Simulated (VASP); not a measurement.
# ZnS (P6_3mc) in VASP: single point with PBE

Aim: the single point of ZnS with PBE.

Everything below comes from runs of VASP 6.6.1. Logs are shortened: lines on timing, memory, paths and dates and some standing lists are left out, and cuts for length are marked.

## 1. The cell of the first run

It takes space group P6_3mc (No. 186, hexagonal). The conventional cell has a = 3.848 Å, b = 3.848 Å, c = 18.877 Å, α = 90.00°, β = 90.00°, γ = 120.00°. Within 3.1 Å of Zn (site symmetry 3m) lie 4 S at 2.36 Å. Zn (site symmetry 3m) has 4 S at 2.36 Å within 3.1 Å. Zn (site symmetry 3m) has 4 S at 2.36 Å within 3.1 Å. S (site symmetry 3m) has 4 Zn at 2.36 Å within 3.1 Å. S (site symmetry 3m) has 4 Zn at 2.36 Å within 3.1 Å. S (site symmetry 3m) has 4 Zn at 2.36 Å within 3.1 Å.

## 2. Single point, PBE

Contents of INCAR:

```
PREC = Accurate
ENCUT = 520
EDIFF = 1E-6
ISMEAR = 0
SIGMA = 0.02
LREAL = F
LASPH = T
NELM = 80
ALGO = Normal
ISIF = 2
LWAVE = F
LCHARG = F
GGA = PE
NBANDS = 66
```

Contents of KPOINTS:

```
regular mesh
0
Gamma
  12 12 2
```

Contents of POSCAR:

```
ZnS
1.0
    3.8476749699      0.0000000000      0.0000000000
   -1.9238374850      3.3321842695      0.0000000000
    0.0000000000      0.0000000000     18.8769890650
Zn S
6 6
Direct
    0.0000000000      0.0000000000      0.0000209612
    0.3333333333      0.6666666667      0.1667924312
    0.6666666667      0.3333333333      0.3332686327
    0.0000000000      0.0000000000      0.5000209612
    0.6666666667      0.3333333333      0.6667924312
    0.3333333333      0.6666666667      0.8332686327
    0.0000000000      0.0000000000      0.1251253598
    0.3333333333      0.6666666667      0.2916451816
    0.6666666667      0.3333333333      0.4581474336
    0.0000000000      0.0000000000      0.6251253598
    0.6666666667      0.3333333333      0.7916451816
    0.3333333333      0.6666666667      0.9581474336
```

Potentials or basis: VASP PAW PBE potentials, release 64 (Zn, S).

Run with:

```console
$ cat potpaw_PBE.64/Zn/POTCAR potpaw_PBE.64/S/POTCAR > POTCAR
$ mpirun -np 1 vasp_std > vasp.out
```

OUTCAR:

```text
PREC = Accurate
   ENCUT = 520
   EDIFF = 1E-6
   ISMEAR = 0
   LREAL = F
   LASPH = T
   NELM = 80
   ISIF = 2
   GGA = PE

 ion  position               nearest neighbor table
   1  0.000  0.000  0.000-  12 2.36  12 2.36  12 2.36   7 2.36
   2  0.333  0.667  0.167-   7 2.36   7 2.36   7 2.36   8 2.36
   3  0.667  0.333  0.333-   8 2.36   8 2.36   8 2.36   9 2.36
   4  0.000  0.000  0.500-   9 2.36   9 2.36   9 2.36  10 2.36
   5  0.667  0.333  0.667-  10 2.36  10 2.36  10 2.36  11 2.36
   6  0.333  0.667  0.833-  11 2.36  11 2.36  11 2.36  12 2.36
   7  0.000  0.000  0.125-   2 2.36   2 2.36   2 2.36   1 2.36
   8  0.333  0.667  0.292-   3 2.36   3 2.36   3 2.36   2 2.36
   9  0.667  0.333  0.458-   3 2.36   4 2.36   4 2.36   4 2.36
  10  0.000  0.000  0.625-   5 2.36   5 2.36   5 2.36   4 2.36
  11  0.667  0.333  0.792-   6 2.36   6 2.36   6 2.36   5 2.36
  12  0.333  0.667  0.958-   6 2.36   1 2.36   1 2.36   1 2.36

  LATTYP: Found a hexagonal cell.
 ALAT       =     3.8476749699
 C/A-ratio  =     4.9060768419

  Lattice vectors:

 A1 = (   3.8476749699,   0.0000000000,   0.0000000000)
 A2 = (  -1.9238374850,   3.3321842695,   0.0000000000)
 A3 = (   0.0000000000,   0.0000000000,  18.8769890650)

Analysis of symmetry for initial positions (statically):
=====================================================================
 Subroutine PRICEL returns:
 Original cell was already a primitive cell.

 Routine SETGRP: Setting up the symmetry group for a
 hexagonal supercell.

 Subroutine GETGRP returns: Found 12 space group operations
 (whereof  6 operations were pure point group operations)
 out of a pool of 24 trial point group operations.

The static configuration has the point symmetry C_3v.
 The point group associated with its full space group is C_6v.

Analysis of symmetry for dynamics (positions and initial velocities):
=====================================================================
 Subroutine PRICEL returns:
 Original cell was already a primitive cell.

 Routine SETGRP: Setting up the symmetry group for a
 hexagonal supercell.

 Subroutine GETGRP returns: Found 12 space group operations
 (whereof  6 operations were pure point group operations)
 out of a pool of 24 trial point group operations.

The dynamic configuration has the point symmetry C_3v.
 The point group associated with its full space group is C_6v.

 Subroutine INISYM returns: Found 12 space group operations
 (whereof  6 operations are pure point group operations),
 and found     1 'primitive' translations

----------------------------------------------------------------------------------------

                                     Primitive cell

  volume of cell :     242.0249

  direct lattice vectors                    reciprocal lattice vectors
     3.847674970  0.000000000  0.000000000     0.259897213  0.150051726  0.000000000
    -1.923837485  3.332184269  0.000000000     0.000000000  0.300103451  0.000000000
     0.000000000  0.000000000 18.876989065     0.000000000  0.000000000  0.052974550

  length of vectors
     3.847674970  3.847674970 18.876989065     0.300103451  0.300103451  0.052974550

  position of ions in fractional coordinates (direct lattice)
     0.000000000  0.000000000  0.000020961
     0.333333333  0.666666667  0.166792431
     0.666666667  0.333333333  0.333268633
     0.000000000  0.000000000  0.500020961
     0.666666667  0.333333333  0.666792431
     0.333333333  0.666666667  0.833268633
     0.000000000  0.000000000  0.125125360
     0.333333333  0.666666667  0.291645182
     0.666666667  0.333333333  0.458147434
     0.000000000  0.000000000  0.625125360
     0.666666667  0.333333333  0.791645182
     0.333333333  0.666666667  0.958147434

  ion indices of the primitive-cell ions
   primitive index   ion index
                 1           1
                 2           2
                 3           3
                 4           4
                 5           5
                 6           6
                 7           7
                 8           8
                 9           9
                10          10
                11          11
                12          12

----------------------------------------------------------------------------------------

 KPOINTS: regular mesh

Automatic generation of k-mesh.
 Grid dimensions read from file:
 generate k-points for:   12   12    2

 Generating k-lattice:

  Cartesian coordinates                     Fractional coordinates (reciprocal lattice)
     0.021658101  0.012504310  0.000000000     0.083333333  0.000000000  0.000000000
     0.000000000  0.025008621  0.000000000     0.000000000  0.083333333  0.000000000
     0.000000000  0.000000000  0.026487275     0.000000000  0.000000000  0.500000000

  Length of vectors
     0.025008621  0.025008621  0.026487275

  Shift w.r.t. Gamma in fractional coordinates (k-lattice)
     0.000000000  0.000000000  0.000000000

 Subroutine IBZKPT returns following result:
 ===========================================

 Found     38 irreducible k-points:

 Following reciprocal coordinates:
            Coordinates               Weight
  0.000000  0.000000  0.000000      1.000000
  0.083333  0.000000  0.000000      6.000000
  0.166667  0.000000  0.000000      6.000000
  0.250000 -0.000000  0.000000      6.000000
  0.333333  0.000000  0.000000      6.000000
  0.416667  0.000000  0.000000      6.000000
[... 16 lines left out ...]
  0.250000 -0.000000  0.500000      6.000000
  0.333333  0.000000  0.500000      6.000000
 [... further k-points ...]
   k-points           NKPTS =     38   k-points in BZ     NKDIM =     38   number of bands    NBANDS=     66
   number of dos      NEDOS =    301   number of ions     NIONS =     12
   total plane-waves  NPLWV = 126000
   dimension x,y,z NGX =    30 NGY =   30 NGZ =  140
   dimension x,y,z NGXF=    60 NGYF=   60 NGZF=  280
   ions per type =               6   6
   NGX,Y,Z   is equivalent  to a cutoff of  12.96, 12.96, 12.33 a.u.
   NGXF,Y,Z  is equivalent  to a cutoff of  25.92, 25.92, 24.66 a.u.
 SYSTEM =  unknown system
   PREC   = accura    normal or accurate (medium, high low for compatibility)
   ISTART =      0    job   : 0-new  1-cont  2-samecut
   ICHARG =      2    charge: 1-file 2-atom 10-const
   ISPIN  =      1    spin polarized calculation?
   LNONCOLLINEAR =      F non collinear calculations
   LSORBIT =      F    spin-orbit coupling
   LASPH  =      T    aspherical Exc in radial PAW
   ENCUT  =  520.0 eV  38.22 Ry    6.18 a.u.   7.15  7.15 35.10*2*pi/ulx,y,z
   NELM   =     80;   NELMIN=  2; NELMDL= -5     # of ELM steps
   EDIFF  = 0.1E-05   stopping-criterion for ELM
   LREAL  =      F    real-space projection
   EDIFFG = 0.1E-04   stopping-criterion for IOM
   NSW    =      0    number of steps for IOM
   IBRION =     -1    ionic relax: 0-MD 1-quasi-New 2-CG
   NFREE  =      0    steps in history (QN), initial steepest desc. (CG)
   ISIF   =      2    stress and relaxation
   ISYM   =      2    0-nonsym 1-usesym 2-fastsym
   POTIM  = 0.5000    time-step for ionic-motion
   TEBEG  =    0.0;   TEEND  =   0.0 temperature during run
   PSTRESS=    0.0 pullay stress
   NELECT =     108.0000    total number of electrons
   NUPDOWN=      -1.0000    fix difference up-down
   EMIN   =  10.00;   EMAX   =-10.00  energy-range for DOS
   EFERMI =   0.00;   METHOD = LEGACY
   ISMEAR =     0;   SIGMA  =   0.02  broadening in eV -4-tet -1-fermi 0-gaus
   EFERMI_NEDOS =   21; number of points for ismear=-14 and -15
   IALGO  =     38    algorithm
   IMIX   =      4    mixing-type and parameters
     AMIX     =   0.40;   BMIX     =  1.00
     AMIX_MAG =   1.60;   BMIX_MAG =  1.00
  volume/ion in A,a.u.               =      20.17       136.11
  Fermi-wavevector in a.u.,A,eV,Ry     =   1.251016  2.364077 21.293661  1.565040
  Thomas-Fermi vector in A             =   2.384983
   LORBIT       =      0    0 simple, 1 ext, 2 COOP (PROOUT), +10 PAW based schemes
   GGA     = PE    functional components
   LHFCALC =     F    Hartree Fock is set to
   AEXX    =    0.0000 exact exchange contribution
   IVDW    =     0    specifies the selected vdW correction
   LEPSILON=     F    determine dielectric tensor
   LRPA    =     F    only Hartree local field effects (RPA)
 non-spin polarized calculation
 Gauss-broadening in eV      SIGMA  =   0.02
  energy-cutoff  :      520.00
  volume of cell :      242.02
 maximum number of plane-waves:      6573
 NGX is ok and might be reduce to    30
   NGX = 15   NGY = 15   NGZ = 71

 number of electron     108.0000066 magnetization

 Free energy of the ion-electron system (eV)
  ---------------------------------------------------
  ext. energy  EPLUGINS =         0.00000000
  ---------------------------------------------------
  free energy    TOTEN  =       -41.10527849 eV

  energy without entropy =      -41.10527849  energy(sigma->0) =      -41.10527849

 E-fermi :   2.0140     XC(G=0):  -9.5242

 val. band max:        1.9086835972   @ k =   0.0000   0.0000   0.0000
 cond. band min:       3.9483456074   @ k =   0.0000   0.0000   0.0000
 fundamental gap:      2.0396620103
 Fermi energy:         2.0139946098

 k-point     1 :       0.0000    0.0000    0.0000
  band No.  band energies     occupation
      1     -11.0882      2.00000
      2     -10.8969      2.00000
      3     -10.8891      2.00000
      4     -10.4575      2.00000
      5     -10.4483      2.00000
      6     -10.2002      2.00000
[... 58 lines left out ...]
     65       8.3717      0.00000
     66       8.5046      0.00000

 k-point     2 :       0.0833    0.0000    0.0000
  band No.  band energies     occupation
      1     -11.0430      2.00000
      2     -10.8552      2.00000
      3     -10.8475      2.00000
      4     -10.4255      2.00000
      5     -10.4162      2.00000
      6     -10.1750      2.00000
[... 1576 lines left out ...]
     65       8.6629      0.00000
     66       8.6631      0.00000

 [... further k-points ...]

------------------------ aborting loop because EDIFF is reached ----------------------------------------

  FORCE on cell =-STRESS in cart. coord.  units (eV):
  Direction    XX          YY          ZZ          XY          YZ          ZX
  --------------------------------------------------------------------------------------
  -------------------------------------------------------------------------------------
  Total        0.2508718      0.2508718      0.2494786     -0.0000000      0.0000000      0.0000000
  in kB        1.6607427      1.6607427      1.6515195     -0.0000000      0.0000000      0.0000000
  external PRESSURE =       1.6576683 kB  Pullay stress =       0.0000000 kB

 VOLUME and BASIS-vectors are now :
 -----------------------------------------------------------------------------
  energy-cutoff  :      520.00
  volume of cell :      242.02
      direct lattice vectors                 reciprocal lattice vectors
     3.847674970  0.000000000  0.000000000     0.259897213  0.150051726  0.000000000
    -1.923837485  3.332184269  0.000000000     0.000000000  0.300103451  0.000000000
     0.000000000  0.000000000 18.876989065     0.000000000  0.000000000  0.052974550

 POSITION                                       TOTAL-FORCE (eV/Angst)
 -----------------------------------------------------------------------------------
      0.00000      0.00000      0.00040        -0.000000     -0.000000      0.000226
     -0.00000      2.22146      3.14854         0.000000      0.000000      0.002371
      1.92384      1.11073      6.29111        -0.000000      0.000000     -0.002038
      0.00000      0.00000      9.43889         0.000000      0.000000      0.000226
      1.92384      1.11073     12.58703        -0.000000      0.000000      0.002371
     -0.00000      2.22146     15.72960         0.000000      0.000000     -0.002038
      0.00000      0.00000      2.36199         0.000000     -0.000000     -0.000521
     -0.00000      2.22146      5.50538        -0.000000      0.000000     -0.000137
      1.92384      1.11073      8.64844        -0.000000      0.000000      0.000099
      0.00000      0.00000     11.80048        -0.000000      0.000000     -0.000521
      1.92384      1.11073     14.94388         0.000000     -0.000000     -0.000137
     -0.00000      2.22146     18.08694        -0.000000      0.000000      0.000099
 -----------------------------------------------------------------------------------
    total drift:                               -0.000001     -0.000001     -0.000301

  FREE ENERGIE OF THE ION-ELECTRON SYSTEM (eV)
  ---------------------------------------------------
  free  energy   TOTEN  =       -41.1052784853 eV

  energy  without entropy=      -41.1052784853  energy(sigma->0) =      -41.10527849
```

Wall time 15 min (1 thread of Intel Xeon Platinum 8259CL at 2.50GHz (Skylake/Cascade Lake), shared host); peak memory 0.61 GiB.

What came out:

```yaml
Free_energy: -41.1053 eV
Pressure: 0.2 GPa
Band_gap_on_the_k_mesh: 2.04 eV
```

Forces on the atoms (eV/Å):
```
Zn   0.000  0.000  0.000
Zn   0.000  0.000  0.002
Zn   0.000  0.000 -0.002
Zn   0.000  0.000  0.000
Zn   0.000  0.000  0.002
Zn   0.000  0.000 -0.002
S    0.000  0.000 -0.001
S    0.000  0.000  0.000
S    0.000  0.000  0.000
S    0.000  0.000 -0.001
S    0.000  0.000  0.000
S    0.000  0.000  0.000
```

Levels at points of the mesh, in eV from the valence-band top:
```tsv
k point	band 52	band 53	band 54	band 55	band 56	band 57
(0.00, 0.00, 0.00)	-0.03	0.00	0.00	2.04	3.12	3.20
(0.50, 0.00, 0.00)	-1.20	-1.05	-0.84	3.40	3.58	3.63
(0.00, 0.00, 0.50)	-0.06	-0.06	-0.06	2.52	2.52	3.22
(0.50, 0.00, 0.50)	-1.17	-0.94	-0.94	3.36	3.36	3.86
```

A k mesh can miss the band edges.
